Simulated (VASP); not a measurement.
A run of VASP 6.6.1 is set up as follows.

The input INCAR:

```
SYSTEM = Be
PREC = Accurate ; ENCUT = 600
EDIFF = 1E-6 ; ISMEAR = -1
SIGMA = 0.1 ; LREAL = .FALSE.
LASPH = .TRUE. ; NELM = 80
ALGO = Normal ; ISIF = 3
LWAVE = .FALSE. ; LCHARG = .FALSE.
GGA = PE ; IBRION = 2
NSW = 80 ; EDIFFG = -0.01
```

The input KPOINTS:

```
Automatic mesh
0
G
  16 16 5
  0 0 0
```

POSCAR

```
Be
1.0
    2.2554104699      0.0000000000      0.0000000000
   -1.1277052350      1.9532427629      0.0000000000
    0.0000000000      0.0000000000      7.3661705948
Be
4
Direct
    0.0000000000      0.0000000000      0.0000000000
    0.0000000000      0.0000000000      0.5000000000
    0.3333333333      0.6666666667      0.2500000000
    0.6666666667      0.3333333333      0.7500000000
```

Potentials or basis: VASP PAW PBE potentials, release 64 (Be).

Command:

```bash
$ cat potpaw_PBE.64/Be/POTCAR > POTCAR
$ mpirun -np 1 vasp_std > vasp.out
```

**Question.** What does it give for the space group after relaxing (to 0.05 Å)?

**Answer.** P6_3/mmc (No. 194).

**Question.** Predict the relaxed volume.

**Answer.** 7.91 Å³/atom.

**Question.** Estimate the relaxed cell.

**Answer.** a = 2.256 Å, b = 2.256 Å, c = 7.181 Å, α = 90.00°, β = 90.00°, γ = 120.00°.

**Question.** What does it give for the band gap on the k mesh?

**Answer.** Zero (band 4 reaches 7.98 eV, above the bottom of band 5 at 6.42 eV).

The path:
```tsv
step	energy change (eV)	largest force (eV/Å)	pressure (GPa)	volume (Å³)
1	0.0000	0.0000	-3.10	32.45
2	-0.0246	0.0000	-0.30	31.71
3	-0.0248	0.0000	-0.03	31.65
```
